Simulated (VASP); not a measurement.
A run of VASP 6.6.1 is set up as follows.

POSCAR

```
Pb
1.0
    0.0000000000      2.3905054865      2.3905054865
    2.3905054865      0.0000000000      2.3905054865
    2.3905054865      2.3905054865      0.0000000000
Pb
1
Direct
    0.0000000000      0.0000000000      0.0000000000
```

File INCAR.step1:

```
SYSTEM = Pb
ALGO     = Normal         ! electronic algorithm
EDIFF    = 1E-4           ! SCF threshold, eV
ENCUT    = 520            ! plane-wave cutoff, eV
GGA      = PE             ! functional
ISMEAR   = 0              ! smearing method
LASPH    = .TRUE.         ! aspherical terms in the spheres
LCHARG   = .FALSE.        ! write CHGCAR
LREAL    = .FALSE.        ! projectors in reciprocal space
LWAVE    = .TRUE.         ! write WAVECAR
NBANDS   = 13             ! bands
NELM     = 60             ! most SCF steps
PREC     = Accurate       ! precision mode
SIGMA    = 0.05           ! smearing width, eV
```

The input INCAR.step2:

```
SYSTEM = Pb
ALGO     = Normal         ! electronic algorithm
EDIFF    = 1E-6           ! SCF threshold, eV
ENCUT    = 520            ! plane-wave cutoff, eV
ISIF     = 2              ! what is computed and relaxed
ISMEAR   = 0              ! smearing method
ISTART   = 1            
LASPH    = .TRUE.         ! aspherical terms in the spheres
LCHARG   = .TRUE.         ! write CHGCAR
LELF     = .TRUE.         ! ELF
LMIXTAU  = .TRUE.       
LREAL    = .FALSE.        ! projectors in reciprocal space
LVHAR    = .TRUE.       
LWAVE    = .FALSE.        ! write WAVECAR
METAGGA  = R2SCAN         ! meta-GGA
NBANDS   = 13             ! bands
NELM     = 60             ! most SCF steps
PREC     = Accurate       ! precision mode
SIGMA    = 0.05           ! smearing width, eV
```

The input KPOINTS:

```
k-points
0
G
  16 16 16
  0 0 0
```

Potentials or basis: VASP PAW PBE potentials, release 64 (Pb_d).

The run is started by

```bash
$ cat potpaw_PBE.64/Pb_d/POTCAR > POTCAR
$ cp INCAR.step1 INCAR
$ mpirun -np 1 vasp_std > vasp.out
$ cp INCAR.step2 INCAR
$ mpirun -np 1 vasp_std > vasp.out
```

Problem. Predict the band gap on the k mesh.

Solution. Zero (band 7 reaches 17.09 eV, above the bottom of band 8 at 6.50 eV).

Problem. Predict the pressure.

Solution. 8.1 GPa.

Caveat: the PAW data sets were made with another functional, which shifts forces and pressure a little; spin-orbit coupling is left out, which moves the levels of the heavy elements.
